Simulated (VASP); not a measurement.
# Be2CdS3 (P-6m2) in VASP: further runs

Be2CdS3 is run at these levels: PBE; tasks: single point.

Everything below comes from runs of VASP 6.6.1. Logs are shortened: lines on timing, memory, paths and dates and some standing lists are left out, and cuts for length are marked.

## 1. The cell of the first run

The structure is hexagonal, space group P-6m2 (No. 187). Conventional cell: a = 5.029 Å, b = 5.029 Å, c = 5.015 Å, α = 90.00°, β = 90.00°, γ = 120.00°. Be (site symmetry -6m2) has 2 Be at 2.51 Å and 3 Cd at 2.90 Å within 3.3 Å. Be (site symmetry -6m2) has 2 Be at 2.51 Å and 6 S at 2.52 Å within 3.3 Å. Within 3.7 Å of Cd (site symmetry -6m2) lie 6 S at 2.82 Å and 3 Be at 2.90 Å. S (site symmetry mm2) has 4 S at 2.23 to 2.80 Å and 2 Be at 2.52 Å and 2 Cd at 2.82 Å within 2.9 Å.

## 2. Single point, PBE

INCAR

```
SYSTEM = Be2CdS3
  ALGO = Normal
  EDIFF = 1E-7
  ENCUT = 520
  GGA = PE
  ISIF = 2
  ISMEAR = 0
  LASPH = .True.
  LCHARG = .True.
  LELF = .True.
  LREAL = .False.
  LVHAR = .True.
  LWAVE = .False.
  NBANDS = 26
  NELM = 100
  PREC = Accurate
  SIGMA = 0.1
```

KPOINTS

```
k-points
0
Gamma
  6 6 4
  0 0 0
```

POSCAR

```
Be2CdS3
1.0
    5.0287213500      0.0000000000      0.0000000000
   -2.5143606700      4.3550004400      0.0000000000
    0.0000000000      0.0000000000      5.0152669300
Be Cd S
2 1 3
Direct
    0.6666666700      0.3333333300      0.0000000000
    0.6666666700      0.3333333300      0.5000000000
    0.0000000000      0.0000000000      0.0000000000
    0.1475954100      0.8524045900      0.5000000000
    0.1475954100      0.2951908100      0.5000000000
    0.7048091900      0.8524045900      0.5000000000
```

Potentials or basis: VASP PAW PBE potentials, release 64 (Be, Cd, S).

The run is started by

```
$ cat potpaw_PBE.64/Be/POTCAR potpaw_PBE.64/Cd/POTCAR potpaw_PBE.64/S/POTCAR > POTCAR
$ mpirun -np 1 vasp_std > vasp.out
```

OUTCAR:

```text
SYSTEM = Be2CdS3
   EDIFF = 1E-7
   ENCUT = 520
   GGA = PE
   ISIF = 2
   ISMEAR = 0
   LASPH = .True.
   LREAL = .False.
   NELM = 100
   PREC = Accurate

 ion  position               nearest neighbor table
   1  0.667  0.333  0.000-   3 2.90   3 2.90   3 2.90
   2  0.667  0.333  0.500-   6 2.52   5 2.52   6 2.52   5 2.52   4 2.52   4 2.52
   3  0.000  0.000  0.000-   5 2.82   5 2.82   6 2.82   6 2.82   4 2.82   4 2.82   1 2.90   1 2.90
                             1 2.90
   4  0.148  0.852  0.500-   5 2.23   6 2.23   2 2.52   2 2.52   3 2.82   3 2.82
   5  0.148  0.295  0.500-   4 2.23   6 2.23   2 2.52   2 2.52   3 2.82   3 2.82
   6  0.705  0.852  0.500-   4 2.23   5 2.23   2 2.52   2 2.52   3 2.82   3 2.82

  LATTYP: Found a hexagonal cell.
 ALAT       =     5.0287213500
 C/A-ratio  =     0.9973244849

  Lattice vectors:

 A1 = (   5.0287213500,   0.0000000000,   0.0000000000)
 A2 = (  -2.5143606700,   4.3550004400,   0.0000000000)
 A3 = (   0.0000000000,   0.0000000000,   5.0152669300)

Analysis of symmetry for initial positions (statically):
=====================================================================
 Subroutine PRICEL returns:
 Original cell was already a primitive cell.

 Routine SETGRP: Setting up the symmetry group for a
 hexagonal supercell.

 Subroutine GETGRP returns: Found 12 space group operations
 (whereof 12 operations were pure point group operations)
 out of a pool of 24 trial point group operations.

The static configuration has the point symmetry D_3h.

Analysis of symmetry for dynamics (positions and initial velocities):
=====================================================================
 Subroutine PRICEL returns:
 Original cell was already a primitive cell.

 Routine SETGRP: Setting up the symmetry group for a
 hexagonal supercell.

 Subroutine GETGRP returns: Found 12 space group operations
 (whereof 12 operations were pure point group operations)
 out of a pool of 24 trial point group operations.

The dynamic configuration has the point symmetry D_3h.

 Subroutine INISYM returns: Found 12 space group operations
 (whereof 12 operations are pure point group operations),
 and found     1 'primitive' translations

----------------------------------------------------------------------------------------

                                     Primitive cell

  volume of cell :     109.8348

  direct lattice vectors                    reciprocal lattice vectors
     5.028721350  0.000000000  0.000000000     0.198857708  0.114810551  0.000000000
    -2.514360670  4.355000440  0.000000000     0.000000000  0.229621102  0.000000000
     0.000000000  0.000000000  5.015266930     0.000000000  0.000000000  0.199391182

  length of vectors
     5.028721350  5.028721350  5.015266930     0.229621102  0.229621102  0.199391182

  position of ions in fractional coordinates (direct lattice)
     0.666666670  0.333333330  0.000000000
     0.666666670  0.333333330  0.500000000
     0.000000000  0.000000000  0.000000000
     0.147595410  0.852404590  0.500000000
     0.147595410  0.295190810  0.500000000
     0.704809190  0.852404590  0.500000000

  ion indices of the primitive-cell ions
   primitive index   ion index
                 1           1
                 2           2
                 3           3
                 4           4
                 5           5
                 6           6

----------------------------------------------------------------------------------------

 KPOINTS: k-points

Automatic generation of k-mesh.
 Grid dimensions read from file:
 generate k-points for:    6    6    4

 Generating k-lattice:

  Cartesian coordinates                     Fractional coordinates (reciprocal lattice)
     0.033142951  0.019135092  0.000000000     0.166666667  0.000000000  0.000000000
     0.000000000  0.038270184  0.000000000     0.000000000  0.166666667  0.000000000
     0.000000000  0.000000000  0.049847795     0.000000000  0.000000000  0.250000000

  Length of vectors
     0.038270184  0.038270184  0.049847795

  Shift w.r.t. Gamma in fractional coordinates (k-lattice)
     0.000000000  0.000000000  0.000000000

 Subroutine IBZKPT returns following result:
 ===========================================

 Found     21 irreducible k-points:

 Following reciprocal coordinates:
            Coordinates               Weight
  0.000000  0.000000  0.000000      1.000000
  0.166667  0.000000  0.000000      6.000000
  0.333333  0.000000  0.000000      6.000000
  0.500000  0.000000  0.000000      3.000000
  0.166667  0.166667  0.000000      6.000000
  0.333333  0.166667  0.000000     12.000000
[... 13 lines left out ...]
  0.333333  0.166667  0.500000     12.000000
  0.333333  0.333333  0.500000      2.000000
   k-points           NKPTS =     21   k-points in BZ     NKDIM =     21   number of bands    NBANDS=     26
   number of dos      NEDOS =    301   number of ions     NIONS =      6
   total plane-waves  NPLWV =  64000
   dimension x,y,z NGX =    40 NGY =   40 NGZ =   40
   dimension x,y,z NGXF=    80 NGYF=   80 NGZF=   80
   ions per type =               2   1   3
   NGX,Y,Z   is equivalent  to a cutoff of  13.22, 13.22, 13.26 a.u.
   NGXF,Y,Z  is equivalent  to a cutoff of  26.45, 26.45, 26.52 a.u.
 SYSTEM =  Be2CdS3
   PREC   = accura    normal or accurate (medium, high low for compatibility)
   ISTART =      0    job   : 0-new  1-cont  2-samecut
   ICHARG =      2    charge: 1-file 2-atom 10-const
   ISPIN  =      1    spin polarized calculation?
   LNONCOLLINEAR =      F non collinear calculations
   LSORBIT =      F    spin-orbit coupling
   LASPH  =      T    aspherical Exc in radial PAW
   ENCUT  =  520.0 eV  38.22 Ry    6.18 a.u.   9.35  9.35  9.33*2*pi/ulx,y,z
   NELM   =    100;   NELMIN=  2; NELMDL= -5     # of ELM steps
   EDIFF  = 0.1E-06   stopping-criterion for ELM
   LREAL  =      F    real-space projection
   EDIFFG = 0.1E-05   stopping-criterion for IOM
   NSW    =      0    number of steps for IOM
   IBRION =     -1    ionic relax: 0-MD 1-quasi-New 2-CG
   NFREE  =      0    steps in history (QN), initial steepest desc. (CG)
   ISIF   =      2    stress and relaxation
   ISYM   =      2    0-nonsym 1-usesym 2-fastsym
   POTIM  = 0.5000    time-step for ionic-motion
   TEBEG  =    0.0;   TEEND  =   0.0 temperature during run
   PSTRESS=    0.0 pullay stress
   NELECT =      34.0000    total number of electrons
   NUPDOWN=      -1.0000    fix difference up-down
   EMIN   =  10.00;   EMAX   =-10.00  energy-range for DOS
   EFERMI =   0.00;   METHOD = LEGACY
   ISMEAR =     0;   SIGMA  =   0.10  broadening in eV -4-tet -1-fermi 0-gaus
   EFERMI_NEDOS =   21; number of points for ismear=-14 and -15
   IALGO  =     38    algorithm
   IMIX   =      4    mixing-type and parameters
     AMIX     =   0.40;   BMIX     =  1.00
     AMIX_MAG =   1.60;   BMIX_MAG =  1.00
  volume/ion in A,a.u.               =      18.31       123.53
  Fermi-wavevector in a.u.,A,eV,Ry     =   1.107443  2.092763 16.686579  1.226429
  Thomas-Fermi vector in A             =   2.243957
   LORBIT       =      0    0 simple, 1 ext, 2 COOP (PROOUT), +10 PAW based schemes
   GGA     = PE    functional components
   LHFCALC =     F    Hartree Fock is set to
   AEXX    =    0.0000 exact exchange contribution
   IVDW    =     0    specifies the selected vdW correction
   LEPSILON=     F    determine dielectric tensor
   LRPA    =     F    only Hartree local field effects (RPA)
 non-spin polarized calculation
 Gauss-broadening in eV      SIGMA  =   0.10
  energy-cutoff  :      520.00
  volume of cell :      109.83
 maximum number of plane-waves:      2988
 NGX is ok and might be reduce to    40
   NGX = 19   NGY = 19   NGZ = 19

 number of electron      33.9999998 magnetization

 Free energy of the ion-electron system (eV)
  ---------------------------------------------------
  ext. energy  EPLUGINS =         0.00000000
  ---------------------------------------------------
  free energy    TOTEN  =       -14.95109531 eV

  energy without entropy =      -14.93559597  energy(sigma->0) =      -14.94334564

 E-fermi :   4.1126     XC(G=0):  -9.5769

 val. band max:        4.0832700661   @ k =   0.3333   0.1667   0.2500
 cond. band min:       4.1503794164   @ k =   0.1667   0.1667   0.2500
 fundamental gap:      0.0671093503
 Fermi energy:         4.1125627364

 k-point     1 :       0.0000    0.0000    0.0000
  band No.  band energies     occupation
      1     -13.1554      2.00000
      2      -7.4800      2.00000
      3      -7.4800      2.00000
      4      -4.7752      2.00000
      5      -4.2542      2.00000
      6      -4.2542      2.00000
[... 18 lines left out ...]
     25       9.7636      0.00000
     26       9.7637      0.00000

 k-point     2 :       0.1667    0.0000    0.0000
  band No.  band energies     occupation
      1     -13.0643      2.00000
      2      -8.0455      2.00000
      3      -7.5757      2.00000
      4      -4.4661      2.00000
      5      -4.2681      2.00000
      6      -4.2564      2.00000
[... 18 lines left out ...]
     25      10.0439      0.00000
     26      10.3483      0.00000

 k-point     3 :       0.3333    0.0000    0.0000
  band No.  band energies     occupation
      1     -12.8541      2.00000
      2      -8.8929      2.00000
      3      -7.7467      2.00000
      4      -4.3215      2.00000
      5      -4.2936      2.00000
      6      -4.2610      2.00000
[... 485 lines left out ...]
 k-point    20 :       0.3333    0.1667    0.5000
  band No.  band energies     occupation
      1     -12.6306      2.00000
      2      -9.2165      2.00000
      3      -8.0337      2.00000
      4      -4.5927      2.00000
      5      -4.1527      2.00000
      6      -4.1151      2.00000
[... 18 lines left out ...]
     25       9.6694      0.00000
     26      10.5062      0.00000

 k-point    21 :       0.3333    0.3333    0.5000
  band No.  band energies     occupation
      1     -12.5621      2.00000
      2      -9.3290      2.00000
      3      -8.1939      2.00000
      4      -4.5877      2.00000
      5      -4.1437      2.00000
      6      -4.1193      2.00000
[... 18 lines left out ...]
     25       9.0351      0.00000
     26       9.3120      0.00000

------------------------ aborting loop because EDIFF is reached ----------------------------------------

  FORCE on cell =-STRESS in cart. coord.  units (eV):
  Direction    XX          YY          ZZ          XY          YZ          ZX
  --------------------------------------------------------------------------------------
  -------------------------------------------------------------------------------------
  Total        4.8307465      4.8307465      2.0266023      0.0000000      0.0000000      0.0000000
  in kB       70.4668733     70.4668734     29.5623720      0.0000001      0.0000000      0.0000000
  external PRESSURE =      56.8320395 kB  Pullay stress =       0.0000000 kB

 VOLUME and BASIS-vectors are now :
 -----------------------------------------------------------------------------
  energy-cutoff  :      520.00
  volume of cell :      109.83
      direct lattice vectors                 reciprocal lattice vectors
     5.028721350  0.000000000  0.000000000     0.198857708  0.114810551  0.000000000
    -2.514360670  4.355000440  0.000000000     0.000000000  0.229621102  0.000000000
     0.000000000  0.000000000  5.015266930     0.000000000  0.000000000  0.199391182

 POSITION                                       TOTAL-FORCE (eV/Angst)
 -----------------------------------------------------------------------------------
      2.51436      1.45167      0.00000        -0.000000      0.000000     -0.000000
      2.51436      1.45167      2.50763        -0.000000      0.000000     -0.000000
      0.00000      0.00000      0.00000        -0.000000      0.000000     -0.000000
     -1.40104      3.71222      2.50763         1.709047     -0.986719      0.000000
      0.00000      1.28556      2.50763         0.000000      1.973437      0.000000
      1.40104      3.71222      2.50763        -1.709047     -0.986719      0.000000
 -----------------------------------------------------------------------------------
    total drift:                               -0.000038      0.000022     -0.000000

  FREE ENERGIE OF THE ION-ELECTRON SYSTEM (eV)
  ---------------------------------------------------
  free  energy   TOTEN  =       -14.9510953148 eV

  energy  without entropy=      -14.9355959679  energy(sigma->0) =      -14.94334564
```

Run time: 94 s. Hardware: 1 thread of AMD EPYC 7R13 (Zen 3), shared host; peak memory 0.23 GiB.

What came out:

```
Free energy            : -14.9511 eV
Pressure               : 5.7 GPa
Largest force          : 1.973 eV/Å
Band gap on the k mesh : zero (band 17 reaches 5.89 eV, above the bottom of band 18 at 3.44 eV)
```

Forces on the atoms (eV/Å):
```
Be   0.000  0.000  0.000
Be   0.000  0.000  0.000
Cd   0.000  0.000  0.000
S    1.709 -0.987  0.000
S    0.000  1.973  0.000
S   -1.709 -0.987  0.000
```

Stress tensor (GPa, compression positive):
```
7.05 0.00 0.00
0.00 7.05 0.00
0.00 0.00 2.96
```

Levels at points of the mesh, in eV from the Fermi level:
```csv
k point,band 15,band 16,band 17,band 18,band 19,band 20
"(0.00, 0.00, 0.00)",-1.02,-0.93,0.65,2.31,2.31,2.36
"(0.50, 0.00, 0.00)",-1.86,-1.78,-1.20,-0.67,0.20,1.48
"(0.00, 0.00, 0.50)",-1.77,-0.94,1.78,1.78,2.03,2.37
"(0.50, 0.00, 0.50)",-1.68,-1.67,-1.09,1.52,1.78,2.48
```

Caveat: forces of over 1 eV/Å act on the atoms, so gaps and moduli don't describe the material at rest.

## 3. Single point, PBE

This run uses another cell than the first one, of 18.69 Å³/atom, 1.021 times its volume.

INCAR

```
PREC = Accurate
ENCUT = 520
EDIFF = 1E-7
ISMEAR = 0
SIGMA = 0.1
LREAL = False
LASPH = True
NELM = 60
ALGO = Normal
ISIF = 2
LWAVE = False
LCHARG = False
GGA = PE
NBANDS = 26
```

KPOINTS

```
regular mesh
0
Gamma
  6 6 4
```

POSCAR

```
Be2CdS3
1.0
    5.5373398887     -0.0000000032      0.0000000000
   -2.7686699416      4.7954770146      0.0000000000
    0.0000000000      0.0000000000      4.2232262681
Be Cd S
2 1 3
Direct
    0.6666666667      0.3333333333      0.0000000000
    0.6666666667      0.3333333333      0.5000000000
    0.0000000000      0.0000000000      0.0000000000
    0.1823785388      0.8176214612      0.5000000000
    0.1823785388      0.3647570776      0.5000000000
    0.6352429224      0.8176214612      0.5000000000
```

Potentials or basis: VASP PAW PBE potentials, release 64 (Be, Cd, S).

The run is started by

```
$ cat potpaw_PBE.64/Be/POTCAR potpaw_PBE.64/Cd/POTCAR potpaw_PBE.64/S/POTCAR > POTCAR
$ mpirun -np 1 vasp_std > vasp.out
```

Run time: 77 s. Hardware: 1 thread of AMD EPYC 7R13 (Zen 3), shared host; peak memory 0.22 GiB.

It converged, with:

* Free energy: -16.2590 eV
* Pressure: 0.2 GPa
* Largest force: 0.053 eV/Å
* Band gap on the k mesh: zero (band 17 reaches 4.76 eV, above the bottom of band 18 at 3.53 eV)

Forces in eV/Å, atoms in the order of the input:
```
Be   0.000  0.000  0.000
Be   0.000  0.000  0.000
Cd   0.000  0.000  0.000
S    0.046 -0.027  0.000
S    0.000  0.053  0.000
S   -0.046 -0.027  0.000
```

Levels at points of the mesh, in eV from the Fermi level:
```
           k point  band 14  band 15  band 16  band 17  band 18  band 19  band 20  band 21
(0.00, 0.00, 0.00)    -1.18    -1.18    -0.02     0.33     0.70     1.37     1.37     3.04
(0.50, 0.00, 0.00)    -2.73    -2.35    -1.23    -0.57    -0.08     0.27     1.40     1.96
(0.00, 0.00, 0.50)    -2.70    -2.25    -1.32     0.77     1.00     1.28     1.28     1.66
(0.50, 0.00, 0.50)    -3.05    -2.42    -1.95    -1.88     0.60     1.62     2.53     2.62
```

Caveat: the k points lie up to 0.37 Å⁻¹ apart.
